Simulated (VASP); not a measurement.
# ZnS (P1) in VASP: further runs

Runs on ZnS. Level: RPBE. Tasks: single point.

All numbers are computed with VASP 6.6.1; they aren't measurements. Logs are shortened: lines on timing, memory, paths and dates and some standing lists are left out, and cuts for length are marked.

**1. The cell of the first run**

The typed cell holds 2 atoms: a = 3.865 Å, b = 3.812 Å, c = 3.853 Å, α = 59.62°, β = 59.17°, γ = 58.97°.

**2. Single point, RPBE (the cell strained at random)**

Contents of INCAR:

```
ALGO = Normal
EDIFF = 1E-6
ENCUT = 520
GGA = RP
ISIF = 2
ISMEAR = -1
LASPH = T
LCHARG = F
LREAL = F
LWAVE = F
NBANDS = 16
NELM = 60
PREC = Accurate
SIGMA = 0.05
```

Contents of KPOINTS:

```
k-points
0
Gamma
  6 6 6
```

Contents of POSCAR:

```
ZnS
1.0
    0.0264090000      2.7362640000      2.7296300000
    2.6798020000      0.0453110000      2.7107280000
    2.7053080000      2.7428680000      0.0198050000
Zn S
1 1
Direct
    0.7540038055      0.7476451560      0.7499587955
   -0.0081649165      0.0048025999      0.0000837651
```

Potentials or basis: VASP PAW PBE potentials, release 64 (Zn, S).

The run is started by

```console
$ cat potpaw_PBE.64/Zn/POTCAR potpaw_PBE.64/S/POTCAR > POTCAR
$ mpirun -np 1 vasp_std > vasp.out
```

OUTCAR:

```text
EDIFF = 1E-6
   ENCUT = 520
   GGA = RP
   ISIF = 2
   ISMEAR = -1
   LASPH = T
   LREAL = F
   NELM = 60
   PREC = Accurate

 ion  position               nearest neighbor table
   1  0.754  0.748  0.750-   2 2.29   2 2.34   2 2.35   2 2.37
   2  0.992  0.005  0.000-   1 2.29   1 2.34   1 2.35   1 2.37

  Warning from LATTYP: Got some problem with cell dimensions!
  Tried to take original basis but could not verify dimensions!
  LATTYP: Found a triclinic cell.
 ALAT       =     6.5636519049
 B/A-ratio  =     0.5805181414
 C/A-ratio  =     0.5888587389
 COS(alpha) =     0.0024904755
 COS(beta)  =     0.2909604949
 COS(gamma) =     0.8660267327

  Lattice vectors:

 A1 = (   2.6278870000,  -5.3885100000,   2.6720210000)
 A2 = (  -0.0255060000,  -2.6975570000,   2.6909230000)
 A3 = (  -0.0264090000,  -2.7362640000,  -2.7296300000)

Analysis of symmetry for initial positions (statically):
=====================================================================
 Subroutine PRICEL returns:
 Original cell was already a primitive cell.

 Routine SETGRP: Setting up the symmetry group for a
 triclinic supercell.

 Subroutine GETGRP returns: Found  1 space group operations
 (whereof  1 operations were pure point group operations)
 out of a pool of  2 trial point group operations.

The static configuration has the point symmetry C_1 .

Analysis of symmetry for dynamics (positions and initial velocities):
=====================================================================
 Subroutine PRICEL returns:
 Original cell was already a primitive cell.

 Routine SETGRP: Setting up the symmetry group for a
 triclinic supercell.

 Subroutine GETGRP returns: Found  1 space group operations
 (whereof  1 operations were pure point group operations)
 out of a pool of  2 trial point group operations.

The dynamic configuration has the point symmetry C_1 .

 Subroutine INISYM returns: Found  1 space group operations
 (whereof  1 operations are pure point group operations),
 and found     1 'primitive' translations

----------------------------------------------------------------------------------------

                                     Primitive cell

  volume of cell :      39.4536

  direct lattice vectors                    reciprocal lattice vectors
     0.026409000  2.736264000  2.729630000    -0.188430963  0.184527867  0.183196739
     2.679802000  0.045311000  2.710728000     0.188394246 -0.187155923  0.185788078
     2.705308000  2.742868000  0.019805000     0.184865086  0.183590046 -0.185824796

  length of vectors
     3.865063783  3.812012347  3.852584649     0.321119614  0.324094032  0.320017593

  position of ions in fractional coordinates (direct lattice)
     0.754003805  0.747645156  0.749958795
     0.991835083  0.004802600  0.000083765

  ion indices of the primitive-cell ions
   primitive index   ion index
                 1           1
                 2           2

----------------------------------------------------------------------------------------

 KPOINTS: k-points

Automatic generation of k-mesh.
 Grid dimensions read from file:
 generate k-points for:    6    6    6

 Generating k-lattice:

  Cartesian coordinates                     Fractional coordinates (reciprocal lattice)
    -0.031405161  0.030754644  0.030532790     0.166666667  0.000000000 -0.000000000
     0.031399041 -0.031192654  0.030964680    -0.000000000  0.166666667 -0.000000000
     0.030810848  0.030598341 -0.030970799     0.000000000 -0.000000000  0.166666667

  Length of vectors
     0.053519936  0.054015672  0.053336266

  Shift w.r.t. Gamma in fractional coordinates (k-lattice)
     0.000000000  0.000000000  0.000000000

 Subroutine IBZKPT returns following result:
 ===========================================

 Found    112 irreducible k-points:

 Following reciprocal coordinates:
            Coordinates               Weight
  0.000000  0.000000  0.000000      1.000000
  0.166667 -0.000000 -0.000000      2.000000
  0.333333 -0.000000  0.000000      2.000000
  0.500000 -0.000000  0.000000      1.000000
  0.000000  0.166667 -0.000000      2.000000
  0.166667  0.166667 -0.000000      2.000000
[... 16 lines left out ...]
  0.333333 -0.000000  0.166667      2.000000
  0.500000 -0.000000  0.166667      2.000000
 [... further k-points ...]
   k-points           NKPTS =    112   k-points in BZ     NKDIM =    112   number of bands    NBANDS=     16
   number of dos      NEDOS =    301   number of ions     NIONS =      2
   total plane-waves  NPLWV =  25200
   dimension x,y,z NGX =    30 NGY =   28 NGZ =   30
   dimension x,y,z NGXF=    60 NGYF=   56 NGZF=   60
   ions per type =               1   1
   NGX,Y,Z   is equivalent  to a cutoff of  12.90, 12.21, 12.95 a.u.
   NGXF,Y,Z  is equivalent  to a cutoff of  25.81, 24.42, 25.89 a.u.
 SYSTEM =  unknown system
   PREC   = accura    normal or accurate (medium, high low for compatibility)
   ISTART =      0    job   : 0-new  1-cont  2-samecut
   ICHARG =      2    charge: 1-file 2-atom 10-const
   ISPIN  =      1    spin polarized calculation?
   LNONCOLLINEAR =      F non collinear calculations
   LSORBIT =      F    spin-orbit coupling
   LASPH  =      T    aspherical Exc in radial PAW
   ENCUT  =  520.0 eV  38.22 Ry    6.18 a.u.   7.19  7.09  7.16*2*pi/ulx,y,z
   NELM   =     60;   NELMIN=  2; NELMDL= -5     # of ELM steps
   EDIFF  = 0.1E-05   stopping-criterion for ELM
   LREAL  =      F    real-space projection
   EDIFFG = 0.1E-04   stopping-criterion for IOM
   NSW    =      0    number of steps for IOM
   IBRION =     -1    ionic relax: 0-MD 1-quasi-New 2-CG
   NFREE  =      0    steps in history (QN), initial steepest desc. (CG)
   ISIF   =      2    stress and relaxation
   ISYM   =      2    0-nonsym 1-usesym 2-fastsym
   POTIM  = 0.5000    time-step for ionic-motion
   TEBEG  =    0.0;   TEEND  =   0.0 temperature during run
   PSTRESS=    0.0 pullay stress
   NELECT =      18.0000    total number of electrons
   NUPDOWN=      -1.0000    fix difference up-down
   EMIN   =  10.00;   EMAX   =-10.00  energy-range for DOS
   EFERMI =   0.00;   METHOD = LEGACY
   ISMEAR =    -1;   SIGMA  =   0.05  broadening in eV -4-tet -1-fermi 0-gaus
   EFERMI_NEDOS =   21; number of points for ismear=-14 and -15
   IALGO  =     38    algorithm
   IMIX   =      4    mixing-type and parameters
     AMIX     =   0.40;   BMIX     =  1.00
     AMIX_MAG =   1.60;   BMIX_MAG =  1.00
  volume/ion in A,a.u.               =      19.73       133.12
  Fermi-wavevector in a.u.,A,eV,Ry     =   1.260289  2.381602 21.610533  1.588329
  Thomas-Fermi vector in A             =   2.393806
   LORBIT       =      0    0 simple, 1 ext, 2 COOP (PROOUT), +10 PAW based schemes
   GGA     = RP    functional components
   LHFCALC =     F    Hartree Fock is set to
   AEXX    =    0.0000 exact exchange contribution
   IVDW    =     0    specifies the selected vdW correction
   LEPSILON=     F    determine dielectric tensor
   LRPA    =     F    only Hartree local field effects (RPA)
 non-spin polarized calculation
  energy-cutoff  :      520.00
  volume of cell :       39.45
 maximum number of plane-waves:      1074
 NGX is ok and might be reduce to    30
   NGX = 15   NGY = 15   NGZ = 15

 number of electron      18.0000003 magnetization

 Free energy of the ion-electron system (eV)
  ---------------------------------------------------
  ext. energy  EPLUGINS =         0.00000000
  ---------------------------------------------------
  free energy    TOTEN  =        -6.16070308 eV

  energy without entropy =       -6.16070308  energy(sigma->0) =       -6.16070308

 E-fermi :   3.3171     XC(G=0):  -9.4091

 val. band max:        2.2821086979   @ k =   0.0000   0.0000   0.0000
 cond. band min:       4.4966158453   @ k =   0.0000   0.0000   0.0000
 fundamental gap:      2.2145071474
 Fermi energy:         3.3170993564

 k-point     1 :       0.0000    0.0000    0.0000
  band No.  band energies     occupation
      1     -10.9045      2.00000
      2      -4.1073      2.00000
      3      -4.0802      2.00000
      4      -4.0445      2.00000
      5      -3.5759      2.00000
      6      -3.5724      2.00000
[... 8 lines left out ...]
     15      14.0569      0.00000
     16      14.3631      0.00000

 k-point     2 :       0.1667   -0.0000   -0.0000
  band No.  band energies     occupation
      1     -10.7055      2.00000
      2      -4.0759      2.00000
      3      -4.0499      2.00000
      4      -4.0312      2.00000
      5      -3.5751      2.00000
      6      -3.5744      2.00000
[... 8 lines left out ...]
     15      13.2746      0.00000
     16      15.1649      0.00000

 k-point     3 :       0.3333   -0.0000    0.0000
  band No.  band energies     occupation
      1     -10.2557      2.00000
      2      -4.0196      2.00000
      3      -3.9978      2.00000
      4      -3.8700      2.00000
      5      -3.5620      2.00000
      6      -3.5566      2.00000
[... 8 lines left out ...]
     15      13.9787      0.00000
     16      14.3354      0.00000

 k-point     4 :       0.5000   -0.0000    0.0000
  band No.  band energies     occupation
      1      -9.9966      2.00000
      2      -3.9988      2.00000
      3      -3.9793      2.00000
      4      -3.5487      2.00000
      5      -3.5370      2.00000
      6      -3.3614      2.00000
[... 8 lines left out ...]
     15      15.3961      0.00000
     16      15.7801      0.00000

 k-point     5 :       0.0000    0.1667   -0.0000
  band No.  band energies     occupation
      1     -10.6951      2.00000
      2      -4.1014      2.00000
      3      -4.0370      2.00000
      4      -4.0073      2.00000
      5      -3.5791      2.00000
      6      -3.5765      2.00000
[... 8 lines left out ...]
     15      13.2320      0.00000
     16      15.1126      0.00000

 k-point     6 :       0.1667    0.1667   -0.0000
  band No.  band energies     occupation
      1     -10.6385      2.00000
      2      -4.1170      2.00000
      3      -4.0105      2.00000
      4      -3.9953      2.00000
      5      -3.6013      2.00000
      6      -3.5548      2.00000
[... 8 lines left out ...]
     15      14.3361      0.00000
     16      16.4217      0.00000

 k-point     7 :       0.3333    0.1667    0.0000
  band No.  band energies     occupation
      1     -10.2740      2.00000
      2      -4.0706      2.00000
      3      -3.9480      2.00000
      4      -3.9172      2.00000
      5      -3.5870      2.00000
      6      -3.5371      2.00000
[... 8 lines left out ...]
     15      14.7718      0.00000
     16      16.4892      0.00000

 k-point     8 :       0.5000    0.1667    0.0000
  band No.  band energies     occupation
      1      -9.9277      2.00000
      2      -3.9973      2.00000
      3      -3.9199      2.00000
      4      -3.6725      2.00000
      5      -3.5389      2.00000
      6      -3.4015      2.00000
[... 8 lines left out ...]
     15      15.5060      0.00000
     16      16.4127      0.00000

 k-point     9 :      -0.3333    0.1667   -0.0000
  band No.  band energies     occupation
      1     -10.0014      2.00000
      2      -3.9863      2.00000
      3      -3.9395      2.00000
      4      -3.7240      2.00000
      5      -3.5764      2.00000
      6      -3.4896      2.00000
[... 8 lines left out ...]
     15      15.5990      0.00000
     16      16.6040      0.00000
[... 172 lines left out ...]
 k-point    19 :       0.3333    0.5000   -0.0000
  band No.  band energies     occupation
      1      -9.7576      2.00000
      2      -4.0337      2.00000
      3      -3.7761      2.00000
      4      -3.7401      2.00000
      5      -3.5206      2.00000
      6      -3.4027      2.00000
[... 8 lines left out ...]
     15      15.8398      0.00000
     16      17.1172      0.00000

 k-point    20 :       0.5000    0.5000    0.0000
  band No.  band energies     occupation
      1      -9.6846      2.00000
      2      -4.1006      2.00000
      3      -3.7454      2.00000
      4      -3.7185      2.00000
      5      -3.4997      2.00000
      6      -3.3598      2.00000
[... 8 lines left out ...]
     15      15.8823      0.00000
     16      16.7492      0.00000

 k-point    21 :       0.0000    0.0000    0.1667
  band No.  band energies     occupation
      1     -10.7052      2.00000
      2      -4.0829      2.00000
      3      -4.0537      2.00000
      4      -4.0162      2.00000
      5      -3.5772      2.00000
      6      -3.5741      2.00000
[... 8 lines left out ...]
     15      13.3301      0.00000
     16      15.1736      0.00000

 k-point    22 :       0.1667   -0.0000    0.1667
  band No.  band energies     occupation
      1     -10.6395      2.00000
      2      -4.1134      2.00000
      3      -4.0286      2.00000
      4      -3.9800      2.00000
      5      -3.6016      2.00000
      6      -3.5551      2.00000
[... 8 lines left out ...]
     15      14.3620      0.00000
     16      16.4025      0.00000

 k-point    23 :       0.3333   -0.0000    0.1667
  band No.  band energies     occupation
      1     -10.2693      2.00000
      2      -4.0721      2.00000
      3      -3.9624      2.00000
      4      -3.8937      2.00000
      5      -3.5901      2.00000
      6      -3.5383      2.00000
[... 8 lines left out ...]
     15      14.7948      0.00000
     16      16.3645      0.00000

 k-point    24 :       0.5000   -0.0000    0.1667
  band No.  band energies     occupation
      1      -9.9280      2.00000
      2      -3.9951      2.00000
      3      -3.9319      2.00000
      4      -3.6569      2.00000
      5      -3.5399      2.00000
      6      -3.4005      2.00000
[... 8 lines left out ...]
     15      15.5452      0.00000
     16      16.3774      0.00000

 [... further k-points ...]

------------------------ aborting loop because EDIFF is reached ----------------------------------------

  FORCE on cell =-STRESS in cart. coord.  units (eV):
  Direction    XX          YY          ZZ          XY          YZ          ZX
  --------------------------------------------------------------------------------------
  -------------------------------------------------------------------------------------
  Total        1.1701644      1.0411918      1.0752749     -0.2803536     -0.3750597      0.2062061
  in kB       47.5194399     42.2819632     43.6660541    -11.3849364    -15.2308757      8.3738662
  external PRESSURE =      44.4891524 kB  Pullay stress =       0.0000000 kB

 VOLUME and BASIS-vectors are now :
 -----------------------------------------------------------------------------
  energy-cutoff  :      520.00
  volume of cell :       39.45
      direct lattice vectors                 reciprocal lattice vectors
     0.026409000  2.736264000  2.729630000    -0.188430963  0.184527867  0.183196739
     2.679802000  0.045311000  2.710728000     0.188394246 -0.187155923  0.185788078
     2.705308000  2.742868000  0.019805000     0.184865086  0.183590046 -0.185824796

 POSITION                                       TOTAL-FORCE (eV/Angst)
 -----------------------------------------------------------------------------------
      4.05232      4.15407      4.09967         0.206895     -0.201998      0.063927
      0.03929      2.71437      2.72036        -0.206895      0.201998     -0.063927
 -----------------------------------------------------------------------------------
    total drift:                                0.000664     -0.000406      0.000103

  FREE ENERGIE OF THE ION-ELECTRON SYSTEM (eV)
  ---------------------------------------------------
  free  energy   TOTEN  =        -6.1607030824 eV

  energy  without entropy=       -6.1607030824  energy(sigma->0) =       -6.16070308
```

Run time: 34 s. Hardware: 1 thread of Intel Xeon 6975P-C (Granite Rapids), shared host; peak memory 0.2 GiB.

Results:

```
Free energy            : -6.1607 eV
Pressure               : 4.4 GPa
Largest force          : 0.296 eV/Å
Band gap on the k mesh : 2.21 eV, direct
```

Forces in eV/Å, atoms in the order of the input:
```
Zn   0.207 -0.202  0.064
S   -0.207  0.202 -0.064
```

Caveat: the cell differs from its parent crystal (the cell strained at random); the PAW data sets were made with another functional, which shifts forces and pressure a little.

(Continued in part 2 of 2.)
